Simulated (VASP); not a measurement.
# SrO (Fm-3m) in VASP: notebook

SrO is run at these levels: PBE; tasks: single point.

Program: VASP 6.6.1. These are calculated values, not measurements. Logs are shortened: lines on timing, memory, paths and dates and some standing lists are left out, and cuts for length are marked.

### Step 1. The cell of the first run

The structure is cubic, space group Fm-3m (No. 225). Conventional cell: a = 5.160 Å, b = 5.160 Å, c = 5.160 Å, α = 90.00°, β = 90.00°, γ = 90.00°. Within 3.4 Å of Sr (site symmetry m-3m) lie 6 O at 2.58 Å. O (site symmetry m-3m) has 6 Sr at 2.58 Å within 3.4 Å.

### Step 2. Single point, PBE

The input, INCAR:

```
SYSTEM = SrO
PREC = Accurate
ENCUT = 600
EDIFF = 1E-6
ISMEAR = 0
SIGMA = 0.01
LREAL = .False.
LASPH = .True.
NELM = 120
ALGO = Normal
ISIF = 2
LWAVE = .False.
LCHARG = .True.
GGA = PE
LELF = .True.
LVHAR = .True.
NBANDS = 15
GGA_COMPAT = .False.
```

The input, KPOINTS:

```
Automatic mesh
0
Gamma
  4 4 4
  0 0 0
```

The input, POSCAR:

```
SrO
1.0
    0.0000000000      2.5798923266      2.5798923266
    2.5798923266      0.0000000000      2.5798923266
    2.5798923266      2.5798923266      0.0000000000
Sr O
1 1
Direct
    0.0000000000      0.0000000000      0.0000000000
    0.5000000000      0.5000000000      0.5000000000
```

Potentials or basis: VASP PAW PBE potentials, release 64 (Sr_sv, O).

Run with:

```bash
> cat potpaw_PBE.64/Sr_sv/POTCAR potpaw_PBE.64/O/POTCAR > POTCAR
> mpirun -np 1 vasp_std > vasp.out
```

OUTCAR:

```text
SYSTEM = SrO
   PREC = Accurate
   ENCUT = 600
   EDIFF = 1E-6
   ISMEAR = 0
   LREAL = .False.
   LASPH = .True.
   NELM = 120
   ISIF = 2
   GGA = PE

 ion  position               nearest neighbor table
   1  0.000  0.000  0.000-   2 2.58   2 2.58   2 2.58   2 2.58   2 2.58   2 2.58
   2  0.500  0.500  0.500-   1 2.58   1 2.58   1 2.58   1 2.58   1 2.58   1 2.58

  LATTYP: Found a face centered cubic cell.
 ALAT       =     5.1597846532

  Lattice vectors:

 A1 = (   0.0000000000,   2.5798923266,   2.5798923266)
 A2 = (   2.5798923266,   0.0000000000,   2.5798923266)
 A3 = (   2.5798923266,   2.5798923266,   0.0000000000)

Analysis of symmetry for initial positions (statically):
=====================================================================
 Subroutine PRICEL returns:
 Original cell was already a primitive cell.

 Routine SETGRP: Setting up the symmetry group for a
 face centered cubic supercell.

 Subroutine GETGRP returns: Found 48 space group operations
 (whereof 48 operations were pure point group operations)
 out of a pool of 48 trial point group operations.

The static configuration has the point symmetry O_h .

Analysis of symmetry for dynamics (positions and initial velocities):
=====================================================================
 Subroutine PRICEL returns:
 Original cell was already a primitive cell.

 Routine SETGRP: Setting up the symmetry group for a
 face centered cubic supercell.

 Subroutine GETGRP returns: Found 48 space group operations
 (whereof 48 operations were pure point group operations)
 out of a pool of 48 trial point group operations.

The dynamic configuration has the point symmetry O_h .

 Subroutine INISYM returns: Found 48 space group operations
 (whereof 48 operations are pure point group operations),
 and found     1 'primitive' translations

----------------------------------------------------------------------------------------

                                     Primitive cell

  volume of cell :      34.3427

  direct lattice vectors                    reciprocal lattice vectors
     0.000000000  2.579892327  2.579892327    -0.193806538  0.193806538  0.193806538
     2.579892327  0.000000000  2.579892327     0.193806538 -0.193806538  0.193806538
     2.579892327  2.579892327  0.000000000     0.193806538  0.193806538 -0.193806538

  length of vectors
     3.648518718  3.648518718  3.648518718     0.335682770  0.335682770  0.335682770

  position of ions in fractional coordinates (direct lattice)
     0.000000000  0.000000000  0.000000000
     0.500000000  0.500000000  0.500000000

  ion indices of the primitive-cell ions
   primitive index   ion index
                 1           1
                 2           2

----------------------------------------------------------------------------------------

 KPOINTS: Automatic mesh

Automatic generation of k-mesh.
 Grid dimensions read from file:
 generate k-points for:    4    4    4

 Generating k-lattice:

  Cartesian coordinates                     Fractional coordinates (reciprocal lattice)
    -0.048451634  0.048451634  0.048451634     0.250000000  0.000000000  0.000000000
     0.048451634 -0.048451634  0.048451634     0.000000000  0.250000000  0.000000000
     0.048451634  0.048451634 -0.048451634     0.000000000  0.000000000  0.250000000

  Length of vectors
     0.083920693  0.083920693  0.083920693

  Shift w.r.t. Gamma in fractional coordinates (k-lattice)
     0.000000000  0.000000000  0.000000000

 Subroutine IBZKPT returns following result:
 ===========================================

 Found      8 irreducible k-points:

 Following reciprocal coordinates:
            Coordinates               Weight
  0.000000  0.000000  0.000000      1.000000
  0.250000  0.000000  0.000000      8.000000
  0.500000  0.000000  0.000000      4.000000
  0.250000  0.250000  0.000000      6.000000
  0.500000  0.250000  0.000000     24.000000
 -0.250000  0.250000  0.000000     12.000000
  0.500000  0.500000  0.000000      3.000000
 -0.250000  0.500000  0.250000      6.000000
   k-points           NKPTS =      8   k-points in BZ     NKDIM =      8   number of bands    NBANDS=     15
   number of dos      NEDOS =    301   number of ions     NIONS =      2
   total plane-waves  NPLWV =  27000
   dimension x,y,z NGX =    30 NGY =   30 NGZ =   30
   dimension x,y,z NGXF=    60 NGYF=   60 NGZF=   60
   ions per type =               1   1
   NGX,Y,Z   is equivalent  to a cutoff of  13.67, 13.67, 13.67 a.u.
   NGXF,Y,Z  is equivalent  to a cutoff of  27.34, 27.34, 27.34 a.u.
 SYSTEM =  SrO
   PREC   = accura    normal or accurate (medium, high low for compatibility)
   ISTART =      0    job   : 0-new  1-cont  2-samecut
   ICHARG =      2    charge: 1-file 2-atom 10-const
   ISPIN  =      1    spin polarized calculation?
   LNONCOLLINEAR =      F non collinear calculations
   LSORBIT =      F    spin-orbit coupling
   LASPH  =      T    aspherical Exc in radial PAW
   ENCUT  =  600.0 eV  44.10 Ry    6.64 a.u.   7.29  7.29  7.29*2*pi/ulx,y,z
   NELM   =    120;   NELMIN=  2; NELMDL= -5     # of ELM steps
   EDIFF  = 0.1E-05   stopping-criterion for ELM
   LREAL  =      F    real-space projection
   EDIFFG = 0.1E-04   stopping-criterion for IOM
   NSW    =      0    number of steps for IOM
   IBRION =     -1    ionic relax: 0-MD 1-quasi-New 2-CG
   NFREE  =      0    steps in history (QN), initial steepest desc. (CG)
   ISIF   =      2    stress and relaxation
   ISYM   =      2    0-nonsym 1-usesym 2-fastsym
   POTIM  = 0.5000    time-step for ionic-motion
   TEBEG  =    0.0;   TEEND  =   0.0 temperature during run
   PSTRESS=    0.0 pullay stress
   NELECT =      16.0000    total number of electrons
   NUPDOWN=      -1.0000    fix difference up-down
   EMIN   =  10.00;   EMAX   =-10.00  energy-range for DOS
   EFERMI =   0.00;   METHOD = LEGACY
   ISMEAR =     0;   SIGMA  =   0.01  broadening in eV -4-tet -1-fermi 0-gaus
   EFERMI_NEDOS =   21; number of points for ismear=-14 and -15
   IALGO  =     38    algorithm
   IMIX   =      4    mixing-type and parameters
     AMIX     =   0.40;   BMIX     =  1.00
     AMIX_MAG =   1.60;   BMIX_MAG =  1.00
  volume/ion in A,a.u.               =      17.17       115.88
  Fermi-wavevector in a.u.,A,eV,Ry     =   1.269122  2.398292 21.914492  1.610670
  Thomas-Fermi vector in A             =   2.402180
   LORBIT       =      0    0 simple, 1 ext, 2 COOP (PROOUT), +10 PAW based schemes
   GGA     = PE    functional components
   LHFCALC =     F    Hartree Fock is set to
   AEXX    =    0.0000 exact exchange contribution
   IVDW    =     0    specifies the selected vdW correction
   LEPSILON=     F    determine dielectric tensor
   LRPA    =     F    only Hartree local field effects (RPA)
 non-spin polarized calculation
 Gauss-broadening in eV      SIGMA  =   0.01
  energy-cutoff  :      600.00
  volume of cell :       34.34
 maximum number of plane-waves:      1162
 NGX is ok and might be reduce to    30
   NGX = 15   NGY = 15   NGZ = 15

 number of electron      15.9999998 magnetization

 Free energy of the ion-electron system (eV)
  ---------------------------------------------------
  ext. energy  EPLUGINS =         0.00000000
  ---------------------------------------------------
  free energy    TOTEN  =       -12.04609070 eV

  energy without entropy =      -12.04609070  energy(sigma->0) =      -12.04609070

 E-fermi :   1.7913     XC(G=0):  -9.9760

 val. band max:        1.6202585057   @ k =   0.0000   0.0000   0.0000
 cond. band min:       4.8860390769   @ k =   0.5000   0.5000   0.0000
 fundamental gap:      3.2657805711
 Fermi energy:         1.7913263322

 k-point     1 :       0.0000    0.0000    0.0000
  band No.  band energies     occupation
      1     -30.8123      2.00000
      2     -13.4565      2.00000
      3     -12.4608      2.00000
      4     -12.4608      2.00000
      5     -12.4608      2.00000
      6       1.6203      2.00000
      7       1.6203      2.00000
      8       1.6203      2.00000
      9       5.5263      0.00000
     10       7.8023      0.00000
     11       7.8023      0.00000
     12       7.8023      0.00000
     13       9.9461      0.00000
     14       9.9461      0.00000
     15      14.2783      0.00000

 k-point     2 :       0.2500    0.0000    0.0000
  band No.  band energies     occupation
      1     -30.7470      2.00000
      2     -14.3939      2.00000
      3     -12.5012      2.00000
      4     -12.5012      2.00000
      5     -11.6845      2.00000
      6       0.3524      2.00000
      7       1.0084      2.00000
      8       1.0084      2.00000
      9       7.5639      0.00000
     10       7.7729      0.00000
     11       8.9232      0.00000
     12       8.9232      0.00000
     13      11.3484      0.00000
     14      11.3484      0.00000
     15      17.2135      0.00000

 k-point     3 :       0.5000    0.0000    0.0000
  band No.  band energies     occupation
      1     -30.6803      2.00000
      2     -14.9669      2.00000
      3     -12.5405      2.00000
      4     -12.5405      2.00000
      5     -11.2729      2.00000
      6      -0.5318      2.00000
      7       0.5020      2.00000
      8       0.5020      2.00000
      9       8.1246      0.00000
     10       9.9900      0.00000
     11      10.4019      0.00000
     12      10.4019      0.00000
     13      13.4292      0.00000
     14      13.4292      0.00000
     15      16.2487      0.00000
[... 55 lines left out ...]
 k-point     7 :       0.5000    0.5000    0.0000
  band No.  band energies     occupation
      1     -30.6421      2.00000
      2     -13.4258      2.00000
      3     -13.3866      2.00000
      4     -12.8145      2.00000
      5     -12.8145      2.00000
      6       1.1689      2.00000
      7       1.5249      2.00000
      8       1.5249      2.00000
      9       4.8860      0.00000
     10       9.3406      0.00000
     11      11.7196      0.00000
     12      11.9076      0.00000
     13      12.6214      0.00000
     14      12.6214      0.00000
     15      15.1674      0.00000

 k-point     8 :      -0.2500    0.5000    0.2500
  band No.  band energies     occupation
      1     -30.6405      2.00000
      2     -14.1303      2.00000
      3     -13.1092      2.00000
      4     -13.1092      2.00000
      5     -11.8746      2.00000
      6       0.5086      2.00000
      7       1.1706      2.00000
      8       1.1706      2.00000
      9       7.6090      0.00000
     10       7.6090      0.00000
     11      10.1583      0.00000
     12      12.6370      0.00000
     13      12.8616      0.00000
     14      14.2769      0.00000
     15      16.1601      0.00000

------------------------ aborting loop because EDIFF is reached ----------------------------------------

  FORCE on cell =-STRESS in cart. coord.  units (eV):
  Direction    XX          YY          ZZ          XY          YZ          ZX
  --------------------------------------------------------------------------------------
  -------------------------------------------------------------------------------------
  Total        0.4936899      0.4936899      0.4936899     -0.0000000      0.0000000     -0.0000000
  in kB       23.0319150     23.0319150     23.0319150     -0.0000000      0.0000000     -0.0000000
  external PRESSURE =      23.0319150 kB  Pullay stress =       0.0000000 kB

 VOLUME and BASIS-vectors are now :
 -----------------------------------------------------------------------------
  energy-cutoff  :      600.00
  volume of cell :       34.34
      direct lattice vectors                 reciprocal lattice vectors
     0.000000000  2.579892327  2.579892327    -0.193806538  0.193806538  0.193806538
     2.579892327  0.000000000  2.579892327     0.193806538 -0.193806538  0.193806538
     2.579892327  2.579892327  0.000000000     0.193806538  0.193806538 -0.193806538

 POSITION                                       TOTAL-FORCE (eV/Angst)
 -----------------------------------------------------------------------------------
      0.00000      0.00000      0.00000        -0.000000     -0.000000     -0.000000
      2.57989      2.57989      2.57989         0.000000      0.000000      0.000000
 -----------------------------------------------------------------------------------
    total drift:                                0.000000      0.000000      0.000000

  FREE ENERGIE OF THE ION-ELECTRON SYSTEM (eV)
  ---------------------------------------------------
  free  energy   TOTEN  =       -12.0460906969 eV

  energy  without entropy=      -12.0460906969  energy(sigma->0) =      -12.04609070
```

Run time: 4.4 s. Hardware: 1 thread of Intel Xeon 6975P-C (Granite Rapids), shared host; peak memory 0.17 GiB.

What came out:

```yaml
Free_energy: -12.0461 eV
Pressure: 2.3 GPa
Band_gap_on_the_k_mesh: 3.27 eV (least direct gap 3.36 eV)
```

Caveat: the k points lie up to 0.53 Å⁻¹ apart.

### Step 3. Single point, PBE

The input, INCAR:

```
ALGO     = Normal         # electronic algorithm
EDIFF    = 1E-6           # SCF threshold, eV
ENCUT    = 600            # plane-wave cutoff, eV
GGA      = PE             # functional
GGA_COMPAT= False        
ISIF     = 2              # what is computed and relaxed
ISMEAR   = 1              # smearing method
LASPH    = True           # aspherical terms in the spheres
LCHARG   = False          # write CHGCAR
LREAL    = False          # projectors in reciprocal space
LWAVE    = False          # write WAVECAR
NBANDS   = 15             # bands
NELM     = 120            # most SCF steps
PREC     = Accurate       # precision mode
SIGMA    = 0.2            # smearing width, eV
```

The input, KPOINTS:

```
k-points
0
Gamma
  6 6 6
```

POSCAR is that of step 2.

Potentials or basis: VASP PAW PBE potentials, release 64 (Sr_sv, O).

Run with:

```bash
> cat potpaw_PBE.64/Sr_sv/POTCAR potpaw_PBE.64/O/POTCAR > POTCAR
> mpirun -np 1 vasp_std > vasp.out
```

OUTCAR:

```text
EDIFF = 1E-6
   ENCUT = 600
   GGA = PE
   ISIF = 2
   ISMEAR = 1
   LASPH = True
   LREAL = False
   NELM = 120
   PREC = Accurate

 ion  position               nearest neighbor table
   1  0.000  0.000  0.000-   2 2.58   2 2.58   2 2.58   2 2.58   2 2.58   2 2.58
   2  0.500  0.500  0.500-   1 2.58   1 2.58   1 2.58   1 2.58   1 2.58   1 2.58

  LATTYP: Found a face centered cubic cell.
 ALAT       =     5.1597846532

  Lattice vectors:

 A1 = (   0.0000000000,   2.5798923266,   2.5798923266)
[... 464 lines left out ...]
------------------------ aborting loop because EDIFF is reached ----------------------------------------

  FORCE on cell =-STRESS in cart. coord.  units (eV):
  Direction    XX          YY          ZZ          XY          YZ          ZX
  --------------------------------------------------------------------------------------
  -------------------------------------------------------------------------------------
  Total        0.4871171      0.4871171      0.4871171      0.0000000     -0.0000000     -0.0000000
  in kB       22.7252789     22.7252789     22.7252789      0.0000000     -0.0000000     -0.0000000
  external PRESSURE =      22.7252789 kB  Pullay stress =       0.0000000 kB

 VOLUME and BASIS-vectors are now :
 -----------------------------------------------------------------------------
  energy-cutoff  :      600.00
  volume of cell :       34.34
      direct lattice vectors                 reciprocal lattice vectors
     0.000000000  2.579892327  2.579892327    -0.193806538  0.193806538  0.193806538
     2.579892327  0.000000000  2.579892327     0.193806538 -0.193806538  0.193806538
     2.579892327  2.579892327  0.000000000     0.193806538  0.193806538 -0.193806538

 POSITION                                       TOTAL-FORCE (eV/Angst)
 -----------------------------------------------------------------------------------
      0.00000      0.00000      0.00000         0.000000      0.000000     -0.000000
      2.57989      2.57989      2.57989        -0.000000     -0.000000      0.000000
 -----------------------------------------------------------------------------------
    total drift:                                0.000000      0.000000      0.000000

  FREE ENERGIE OF THE ION-ELECTRON SYSTEM (eV)
  ---------------------------------------------------
  free  energy   TOTEN  =       -12.0476677370 eV

  energy  without entropy=      -12.0524439774  energy(sigma->0) =      -12.04925982
```

OSZICAR:

```text
N       E                     dE             d eps       ncg     rms          rms(c)
DAV:   1     0.781029142115E+02    0.78103E+02   -0.93109E+03   480   0.117E+03
DAV:   2    -0.104681902806E+02   -0.88571E+02   -0.82016E+02   671   0.232E+02
DAV:   3    -0.141825879998E+02   -0.37144E+01   -0.37075E+01   662   0.438E+01
DAV:   4    -0.142408362751E+02   -0.58248E-01   -0.58243E-01   625   0.534E+00
DAV:   5    -0.142421850401E+02   -0.13488E-02   -0.13488E-02   592   0.675E-01    0.161E+01
DAV:   6    -0.121992888636E+02    0.20429E+01   -0.66989E+00   487   0.194E+01    0.190E+01
DAV:   7    -0.120569537873E+02    0.14234E+00   -0.30368E-01   550   0.489E+00    0.110E+01
DAV:   8    -0.120457218060E+02    0.11232E-01   -0.12047E-01   627   0.347E+00    0.421E-01
DAV:   9    -0.120470479564E+02   -0.13262E-02   -0.58030E-03   591   0.484E-01    0.235E-01
DAV:  10    -0.120475056511E+02   -0.45769E-03   -0.45671E-04   536   0.203E-01    0.879E-02
DAV:  11    -0.120476493682E+02   -0.14372E-03   -0.14362E-04   515   0.896E-02    0.277E-02
DAV:  12    -0.120476676064E+02   -0.18238E-04   -0.28608E-05   522   0.395E-02    0.259E-02
DAV:  13    -0.120476677370E+02   -0.13061E-06   -0.16517E-06   514   0.112E-02
   1 F= -.12047668E+02 E0= -.12049260E+02  d E =0.477624E-02
```

Wall time 5.9 s (1 thread of Intel Xeon 6975P-C (Granite Rapids), shared host); peak memory 0.17 GiB.

Results:

| Item | Value |
| --- | --- |
| Free energy | -12.0477 eV |
| Pressure | 2.3 GPa |
| Band gap on the k mesh | 3.27 eV (least direct gap 3.37 eV) |

Levels at points of the mesh, in eV from the valence-band top:
```tsv
k point	band 6	band 7	band 8	band 9	band 10	band 11
(0.00, 0.00, 0.00)	0.00	0.00	0.00	3.91	6.19	6.19
(0.50, 0.00, 0.00)	-2.15	-1.12	-1.12	6.51	8.38	8.79
(0.50, 0.50, 0.00)	-0.45	-0.10	-0.10	3.27	7.73	10.11
```

A k mesh can miss the band edges.

(Continued in part 2 of 2.)
